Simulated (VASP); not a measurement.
# Ni3O (Im-3m) in VASP: notebook

Ni3O is run at these levels: PBE; tasks: single point.

All numbers are computed with VASP 6.6.1; they aren't measurements. Logs are shortened: lines on timing, memory, paths and dates and some standing lists are left out, and cuts for length are marked.

**1. The cell of the first run**

The structure is cubic, space group Im-3m (No. 229). The conventional cell has a = 4.496 Å, b = 4.496 Å, c = 4.496 Å, α = 90.00°, β = 90.00°, γ = 90.00°. Within 3.0 Å of Ni (site symmetry 4/mmm) lie 4 Ni at 2.25 Å and 2 O at 2.25 Å. Within 3.0 Å of O (site symmetry m-3m) lie 6 Ni at 2.25 Å.

**2. Single point, PBE, collinear spin, ferromagnetic start**

INCAR reads:

```
  ALGO = Normal
  EDIFF = 1E-6
  ENCUT = 520
  GGA = PE
  ISIF = 2
  ISMEAR = 0
  ISPIN = 2
  LASPH = True
  LCHARG = True
  LELF = True
  LMAXMIX = 4
  LORBIT = 11
  LREAL = False
  LVHAR = True
  LWAVE = False
  MAGMOM = 2 2 2 0
  NBANDS = 30
  NELM = 150
  PREC = Accurate
  SIGMA = 0.1
```

KPOINTS reads:

```
k-points
0
Gamma
  6 6 6
```

POSCAR reads:

```
Ni3O
1.0
   -2.2479638213      2.2479638213      2.2479638213
    2.2479638213     -2.2479638213      2.2479638213
    2.2479638213      2.2479638213     -2.2479638213
Ni O
3 1
Direct
    0.0000000000      0.5000000000      0.5000000000
    0.5000000000      0.0000000000      0.5000000000
    0.5000000000      0.5000000000      0.0000000000
    0.0000000000      0.0000000000      0.0000000000
```

Potentials or basis: VASP PAW PBE potentials, release 64 (Ni, O).

Launch:

```
$ cat potpaw_PBE.64/Ni/POTCAR potpaw_PBE.64/O/POTCAR > POTCAR
$ mpirun -np 1 vasp_std > vasp.out
```

OUTCAR:

```text
EDIFF = 1E-6
   ENCUT = 520
   GGA = PE
   ISIF = 2
   ISMEAR = 0
   ISPIN = 2
   LASPH = True
   LORBIT = 11
   LREAL = False
   NELM = 150
   PREC = Accurate

 ion  position               nearest neighbor table
   1  0.000  0.500  0.500-   2 2.25   3 2.25   4 2.25   4 2.25   3 2.25   2 2.25
   2  0.500  0.000  0.500-   1 2.25   3 2.25   4 2.25   3 2.25   4 2.25   1 2.25
   3  0.500  0.500  0.000-   1 2.25   2 2.25   4 2.25   2 2.25   1 2.25   4 2.25
   4  0.000  0.000  0.000-   1 2.25   2 2.25   3 2.25   1 2.25   2 2.25   3 2.25

  LATTYP: Found a body centered cubic cell.
 ALAT       =     4.4959276426

  Lattice vectors:

 A1 = (  -2.2479638213,   2.2479638213,   2.2479638213)
 A2 = (   2.2479638213,  -2.2479638213,   2.2479638213)
 A3 = (   2.2479638213,   2.2479638213,  -2.2479638213)

Analysis of symmetry for initial positions (statically):
=====================================================================
 Subroutine PRICEL returns:
 Original cell was already a primitive cell.

 Routine SETGRP: Setting up the symmetry group for a
 body centered cubic supercell.

 Subroutine GETGRP returns: Found 48 space group operations
 (whereof 48 operations were pure point group operations)
 out of a pool of 48 trial point group operations.

The static configuration has the point symmetry O_h .

Analysis of symmetry for dynamics (positions and initial velocities):
=====================================================================
 Subroutine PRICEL returns:
 Original cell was already a primitive cell.

 Routine SETGRP: Setting up the symmetry group for a
 body centered cubic supercell.

 Subroutine GETGRP returns: Found 48 space group operations
 (whereof 48 operations were pure point group operations)
 out of a pool of 48 trial point group operations.

The dynamic configuration has the point symmetry O_h .

Analysis of structural, dynamic, and magnetic symmetry:
=====================================================================
 Subroutine PRICEL returns:
 Original cell was already a primitive cell.

 Routine SETGRP: Setting up the symmetry group for a
 body centered cubic supercell.

 Subroutine GETGRP returns: Found 48 space group operations
 (whereof 48 operations were pure point group operations)
 out of a pool of 48 trial point group operations.

The overall configuration has the point symmetry O_h .

 Subroutine INISYM returns: Found 48 space group operations
 (whereof 48 operations are pure point group operations),
 and found     1 'primitive' translations

----------------------------------------------------------------------------------------

                                     Primitive cell

  volume of cell :      45.4389

  direct lattice vectors                    reciprocal lattice vectors
    -2.247963821  2.247963821  2.247963821     0.000000000  0.222423508  0.222423508
     2.247963821 -2.247963821  2.247963821     0.222423508  0.000000000  0.222423508
     2.247963821  2.247963821 -2.247963821     0.222423508  0.222423508  0.000000000

  length of vectors
     3.893587552  3.893587552  3.893587552     0.314554342  0.314554342  0.314554342

  position of ions in fractional coordinates (direct lattice)
     0.000000000  0.500000000  0.500000000
     0.500000000  0.000000000  0.500000000
     0.500000000  0.500000000  0.000000000
     0.000000000  0.000000000  0.000000000

  ion indices of the primitive-cell ions
   primitive index   ion index
                 1           1
                 2           2
                 3           3
                 4           4

----------------------------------------------------------------------------------------

 KPOINTS: k-points

Automatic generation of k-mesh.
 Grid dimensions read from file:
 generate k-points for:    6    6    6

 Generating k-lattice:

  Cartesian coordinates                     Fractional coordinates (reciprocal lattice)
     0.000000000  0.037070585  0.037070585     0.166666667  0.000000000  0.000000000
     0.037070585  0.000000000  0.037070585     0.000000000  0.166666667  0.000000000
     0.037070585  0.037070585  0.000000000     0.000000000  0.000000000  0.166666667

  Length of vectors
     0.052425724  0.052425724  0.052425724

  Shift w.r.t. Gamma in fractional coordinates (k-lattice)
     0.000000000  0.000000000  0.000000000

 Subroutine IBZKPT returns following result:
 ===========================================

 Found     16 irreducible k-points:

 Following reciprocal coordinates:
            Coordinates               Weight
  0.000000  0.000000  0.000000      1.000000
  0.166667  0.000000  0.000000     12.000000
  0.333333  0.000000  0.000000     12.000000
  0.500000  0.000000  0.000000      6.000000
  0.166667  0.166667  0.000000     24.000000
  0.333333  0.166667  0.000000     48.000000
[... 8 lines left out ...]
  0.500000  0.500000  0.333333     12.000000
  0.500000  0.500000  0.500000      1.000000
   k-points           NKPTS =     16   k-points in BZ     NKDIM =     16   number of bands    NBANDS=     30
   number of dos      NEDOS =    301   number of ions     NIONS =      4
   total plane-waves  NPLWV =  27000
   dimension x,y,z NGX =    30 NGY =   30 NGZ =   30
   dimension x,y,z NGXF=    60 NGYF=   60 NGZF=   60
   ions per type =               3   1
   NGX,Y,Z   is equivalent  to a cutoff of  12.81, 12.81, 12.81 a.u.
   NGXF,Y,Z  is equivalent  to a cutoff of  25.62, 25.62, 25.62 a.u.
 SYSTEM =  unknown system
   PREC   = accura    normal or accurate (medium, high low for compatibility)
   ISTART =      0    job   : 0-new  1-cont  2-samecut
   ICHARG =      2    charge: 1-file 2-atom 10-const
   ISPIN  =      2    spin polarized calculation?
   LNONCOLLINEAR =      F non collinear calculations
   LSORBIT =      F    spin-orbit coupling
   LASPH  =      T    aspherical Exc in radial PAW
   ENCUT  =  520.0 eV  38.22 Ry    6.18 a.u.   7.24  7.24  7.24*2*pi/ulx,y,z
   NELM   =    150;   NELMIN=  2; NELMDL= -5     # of ELM steps
   EDIFF  = 0.1E-05   stopping-criterion for ELM
   LREAL  =      F    real-space projection
   EDIFFG = 0.1E-04   stopping-criterion for IOM
   NSW    =      0    number of steps for IOM
   IBRION =     -1    ionic relax: 0-MD 1-quasi-New 2-CG
   NFREE  =      0    steps in history (QN), initial steepest desc. (CG)
   ISIF   =      2    stress and relaxation
   ISYM   =      2    0-nonsym 1-usesym 2-fastsym
   POTIM  = 0.5000    time-step for ionic-motion
   TEBEG  =    0.0;   TEEND  =   0.0 temperature during run
   PSTRESS=    0.0 pullay stress
   NELECT =      36.0000    total number of electrons
   NUPDOWN=      -1.0000    fix difference up-down
   EMIN   =  10.00;   EMAX   =-10.00  energy-range for DOS
   EFERMI =   0.00;   METHOD = LEGACY
   ISMEAR =     0;   SIGMA  =   0.10  broadening in eV -4-tet -1-fermi 0-gaus
   EFERMI_NEDOS =   21; number of points for ismear=-14 and -15
   IALGO  =     38    algorithm
   IMIX   =      4    mixing-type and parameters
     AMIX     =   0.40;   BMIX     =  1.00
     AMIX_MAG =   1.60;   BMIX_MAG =  1.00
  volume/ion in A,a.u.               =      11.36        76.66
  Fermi-wavevector in a.u.,A,eV,Ry     =   1.514839  2.862630 31.221777  2.294736
  Thomas-Fermi vector in A             =   2.624443
   LORBIT       =     11    0 simple, 1 ext, 2 COOP (PROOUT), +10 PAW based schemes
   GGA     = PE    functional components
   LHFCALC =     F    Hartree Fock is set to
   AEXX    =    0.0000 exact exchange contribution
   IVDW    =     0    specifies the selected vdW correction
   LEPSILON=     F    determine dielectric tensor
   LRPA    =     F    only Hartree local field effects (RPA)
 spin polarized calculation
 Gauss-broadening in eV      SIGMA  =   0.10
  energy-cutoff  :      520.00
  volume of cell :       45.44
 maximum number of plane-waves:      1264
 NGX is ok and might be reduce to    30
   NGX = 15   NGY = 15   NGZ = 15

 number of electron      36.0000006 magnetization       1.8812578

 Free energy of the ion-electron system (eV)
  ---------------------------------------------------
  ext. energy  EPLUGINS =         0.00000000
  ---------------------------------------------------
  free energy    TOTEN  =       -19.35401684 eV

  energy without entropy =      -19.31475390  energy(sigma->0) =      -19.33438537

 E-fermi :   7.0490     XC(G=0): -12.2038

 val. band max:        7.0370571088   @ k =   0.3333   0.0000   0.0000
 cond. band min:       7.0544069452   @ k =  -0.3333   0.3333   0.3333
 fundamental gap:      0.0173498365
 Fermi energy:         7.0489653357

 spin component 1

 k-point     1 :       0.0000    0.0000    0.0000
  band No.  band energies     occupation
      1     -11.5573      1.00000
      2       1.2081      1.00000
      3       3.2495      1.00000
      4       3.2495      1.00000
      5       3.2495      1.00000
      6       3.2528      1.00000
[... 22 lines left out ...]
     29      19.9127      0.00000
     30      19.9127      0.00000

 k-point     2 :       0.1667    0.0000    0.0000
  band No.  band energies     occupation
      1     -11.4990      1.00000
      2       1.0524      1.00000
      3       2.6068      1.00000
      4       2.8253      1.00000
      5       2.8570      1.00000
      6       3.4330      1.00000
[... 22 lines left out ...]
     29      20.3684      0.00000
     30      21.2536      0.00000

 k-point     3 :       0.3333    0.0000    0.0000
  band No.  band energies     occupation
      1     -11.3803      1.00000
      2       0.6538      1.00000
      3       2.1691      1.00000
      4       2.3340      1.00000
      5       3.1352      1.00000
      6       3.7550      1.00000
[... 395 lines left out ...]
      6       3.3114      1.00000
[... 22 lines left out ...]
     29      24.3280      0.00000
     30      24.8173      0.00000

 k-point    16 :       0.5000    0.5000    0.5000
  band No.  band energies     occupation
      1     -11.3198      1.00000
      2       2.1424      1.00000
      3       2.1424      1.00000
      4       2.1424      1.00000
      5       3.0169      1.00000
      6       3.0169      1.00000
[... 22 lines left out ...]
     29      24.2049      0.00000
     30      24.6103      0.00000
 Fermi energy:         7.0489653357

 spin component 2

 k-point     1 :       0.0000    0.0000    0.0000
  band No.  band energies     occupation
      1     -11.4763      1.00000
      2       1.3117      1.00000
      3       3.3317      1.00000
      4       3.3317      1.00000
      5       3.3317      1.00000
      6       3.6658      1.00000
[... 22 lines left out ...]
     29      20.0052      0.00000
     30      20.0052      0.00000

 k-point     2 :       0.1667    0.0000    0.0000
  band No.  band energies     occupation
      1     -11.4179      1.00000
      2       1.1222      1.00000
      3       2.7921      1.00000
      4       3.0364      1.00000
      5       3.1091      1.00000
      6       3.8526      1.00000
[... 22 lines left out ...]
     29      20.5870      0.00000
     30      21.3439      0.00000

 k-point     3 :       0.3333    0.0000    0.0000
  band No.  band energies     occupation
      1     -11.2993      1.00000
      2       0.7191      1.00000
      3       2.3375      1.00000
      4       2.5738      1.00000
      5       3.5785      1.00000
      6       4.2115      1.00000
[... 418 lines left out ...]
     29      24.4961      0.00000
     30      24.9068      0.00000

 k-point    16 :       0.5000    0.5000    0.5000
  band No.  band energies     occupation
      1     -11.2334      1.00000
      2       2.1988      1.00000
      3       2.1988      1.00000
      4       2.1988      1.00000
      5       3.4410      1.00000
      6       3.4410      1.00000
[... 22 lines left out ...]
     29      24.3497      0.00000
     30      24.7074      0.00000

------------------------ aborting loop because EDIFF is reached ----------------------------------------

  FORCE on cell =-STRESS in cart. coord.  units (eV):
  Direction    XX          YY          ZZ          XY          YZ          ZX
  --------------------------------------------------------------------------------------
  -------------------------------------------------------------------------------------
  Total       -0.1325629     -0.1325629     -0.1325629      0.0000000      0.0000000     -0.0000000
  in kB       -4.6741707     -4.6741707     -4.6741707      0.0000000      0.0000000     -0.0000000
  external PRESSURE =      -4.6741707 kB  Pullay stress =       0.0000000 kB

 VOLUME and BASIS-vectors are now :
 -----------------------------------------------------------------------------
  energy-cutoff  :      520.00
  volume of cell :       45.44
      direct lattice vectors                 reciprocal lattice vectors
    -2.247963821  2.247963821  2.247963821     0.000000000  0.222423508  0.222423508
     2.247963821 -2.247963821  2.247963821     0.222423508  0.000000000  0.222423508
     2.247963821  2.247963821 -2.247963821     0.222423508  0.222423508  0.000000000

 POSITION                                       TOTAL-FORCE (eV/Angst)
 -----------------------------------------------------------------------------------
      2.24796      0.00000      0.00000         0.000000      0.000000     -0.000000
      0.00000      2.24796      0.00000        -0.000000     -0.000000      0.000000
      0.00000      0.00000      2.24796        -0.000000     -0.000000      0.000000
      0.00000      0.00000      0.00000        -0.000000     -0.000000      0.000000
 -----------------------------------------------------------------------------------
    total drift:                                0.000000     -0.000000      0.000000

  FREE ENERGIE OF THE ION-ELECTRON SYSTEM (eV)
  ---------------------------------------------------
  free  energy   TOTEN  =       -19.3540168393 eV

  energy  without entropy=      -19.3147538960  energy(sigma->0) =      -19.33438537

 total charge

# of ion       s       p       d       tot
------------------------------------------
    1        0.455   0.363   8.392   9.211
    2        0.455   0.363   8.392   9.211
    3        0.455   0.363   8.392   9.211
    4        1.605   3.196   0.000   4.802
--------------------------------------------------
tot          2.972   4.287  25.176  32.435

 magnetization (x)

# of ion       s       p       d       tot
------------------------------------------
    1       -0.003  -0.007   0.623   0.613
    2       -0.003  -0.007   0.623   0.613
    3       -0.003  -0.007   0.623   0.613
    4        0.007   0.033   0.000   0.040
--------------------------------------------------
tot         -0.002   0.012   1.869   1.879
```

Wall time 29 s (1 thread of Intel Xeon 6975P-C (Granite Rapids), shared host); peak memory 0.19 GiB.

Results:

| Property | Result |
| --- | --- |
| Free energy | -19.3540 eV |
| Pressure | -0.5 GPa |
| Net moment | 1.88 μB per cell |
| Site moments | Ni +0.61; O +0.04 μB |
| Valence electrons inside the program's atomic spheres | Ni 9.21; O 4.80 |

Levels at points of the mesh, in eV from the Fermi level:
Spin up:
```tsv
k point	band 17	band 18	band 19	band 20	band 21	band 22
(0.00, 0.00, 0.00)	-0.50	-0.50	-0.50	0.62	5.87	5.87
(0.50, 0.00, 0.00)	-0.68	-0.65	-0.50	0.33	2.28	4.33
(0.50, 0.50, 0.50)	-0.49	-0.49	-0.49	3.32	3.32	3.33
```
Spin down:
| k point | band 13 | band 14 | band 15 | band 16 | band 17 | band 18 | band 19 | band 20 | band 21 | band 22 |
| --- | --- | --- | --- | --- | --- | --- | --- | --- | --- | --- |
| (0.00, 0.00, 0.00) | -0.54 | -0.45 | -0.13 | -0.13 | 0.15 | 0.15 | 0.15 | 1.31 | 5.87 | 5.87 |
| (0.50, 0.00, 0.00) | -1.17 | -1.09 | -0.75 | -0.52 | -0.09 | -0.03 | 0.02 | 1.13 | 2.66 | 4.43 |
| (0.50, 0.50, 0.50) | -0.79 | -0.31 | -0.03 | -0.03 | 0.16 | 0.16 | 0.16 | 3.33 | 3.33 | 3.33 |

With open d or f shells a metallic result of PBE can be an artefact of self-interaction; +U or a hybrid may open a gap.

**3. Single point, PBE, collinear spin, ferromagnetic start**

This run uses another cell than the first one, of 12.07 Å³/atom, 1.062 times its volume.

INCAR reads:

```
ALGO     = Normal         # electronic algorithm
EDIFF    = 1E-6           # SCF threshold, eV
ENCUT    = 520            # plane-wave cutoff, eV
GGA      = PE             # functional
ISIF     = 2              # what is computed and relaxed
ISMEAR   = 0              # smearing method
ISPIN    = 2              # spin polarisation
LASPH    = T              # aspherical terms in the spheres
LCHARG   = T              # write CHGCAR
LELF     = T              # ELF
LMAXMIX  = 4              # l up to which the mixer works
LORBIT   = 11             # projections on sites
LREAL    = F              # projectors in reciprocal space
LVHAR    = T            
LWAVE    = F              # write WAVECAR
MAGMOM   = 2 2 2 0        # initial moments
NBANDS   = 30             # bands
NELM     = 150            # most SCF steps
PREC     = Accurate       # precision mode
SIGMA    = 0.1            # smearing width, eV
```

KPOINTS is that of step 2.

POSCAR reads:

```
Ni3O
1.0
   -2.2937728700      2.2937728700      2.2937728700
    2.2937728700     -2.2937728700      2.2937728700
    2.2937728700      2.2937728700     -2.2937728700
Ni O
3 1
Direct
    0.0000000000      0.5000000000      0.5000000000
    0.5000000000      0.0000000000      0.5000000000
    0.5000000000      0.5000000000      0.0000000000
    0.0000000000      0.0000000000      0.0000000000
```

Potentials or basis: VASP PAW PBE potentials, release 64 (Ni, O).

Launch:

```
$ cat potpaw_PBE.64/Ni/POTCAR potpaw_PBE.64/O/POTCAR > POTCAR
$ mpirun -np 1 vasp_std > vasp.out
```

OUTCAR:

```text
EDIFF = 1E-6
   ENCUT = 520
   GGA = PE
   ISIF = 2
   ISMEAR = 0
   ISPIN = 2
   LASPH = T
   LORBIT = 11
   LREAL = F
   NELM = 150
   PREC = Accurate

 ion  position               nearest neighbor table
   1  0.000  0.500  0.500-   2 2.29   3 2.29   4 2.29   4 2.29   3 2.29   2 2.29
   2  0.500  0.000  0.500-   1 2.29   3 2.29   4 2.29   3 2.29   4 2.29   1 2.29
   3  0.500  0.500  0.000-   1 2.29   2 2.29   4 2.29   2 2.29   1 2.29   4 2.29
   4  0.000  0.000  0.000-   1 2.29   2 2.29   3 2.29   1 2.29   2 2.29   3 2.29

  LATTYP: Found a body centered cubic cell.
[... 1275 lines left out ...]
    -2.293772870  2.293772870  2.293772870     0.000000000  0.217981478  0.217981478
     2.293772870 -2.293772870  2.293772870     0.217981478  0.000000000  0.217981478
     2.293772870  2.293772870 -2.293772870     0.217981478  0.217981478  0.000000000

 POSITION                                       TOTAL-FORCE (eV/Angst)
 -----------------------------------------------------------------------------------
      2.29377      0.00000      0.00000        -0.000000      0.000000     -0.000000
      0.00000      2.29377      0.00000         0.000000     -0.000000      0.000000
      0.00000      0.00000      2.29377         0.000000     -0.000000     -0.000000
      0.00000      0.00000      0.00000        -0.000000      0.000000     -0.000000
 -----------------------------------------------------------------------------------
    total drift:                                0.000000     -0.000000      0.000000

  FREE ENERGIE OF THE ION-ELECTRON SYSTEM (eV)
  ---------------------------------------------------
  free  energy   TOTEN  =       -19.2819159241 eV

  energy  without entropy=      -19.2398759710  energy(sigma->0) =      -19.26089595

 total charge

# of ion       s       p       d       tot
------------------------------------------
    1        0.436   0.326   8.361   9.124
    2        0.436   0.326   8.361   9.124
    3        0.436   0.326   8.361   9.124
    4        1.604   3.180   0.000   4.785
--------------------------------------------------
tot          2.914   4.159  25.083  32.156

 magnetization (x)

# of ion       s       p       d       tot
------------------------------------------
    1       -0.006  -0.009   0.727   0.712
    2       -0.006  -0.009   0.727   0.712
    3       -0.006  -0.009   0.727   0.712
    4        0.007   0.046   0.000   0.053
--------------------------------------------------
tot         -0.010   0.019   2.181   2.190
```

It took 28 s on 1 thread of Intel Xeon 6975P-C (Granite Rapids), shared host; peak memory 0.2 GiB.

What came out:

| Quantity | Value |
| --- | --- |
| Free energy | -19.2819 eV |
| Pressure | -7.5 GPa |
| Net moment | 2.18 μB per cell |
| Site moments | Ni +0.71; O +0.05 μB |
| Valence electrons inside the program's atomic spheres | Ni 9.12; O 4.79 |

With open d or f shells a metallic result of PBE can be an artefact of self-interaction; +U or a hybrid may open a gap.
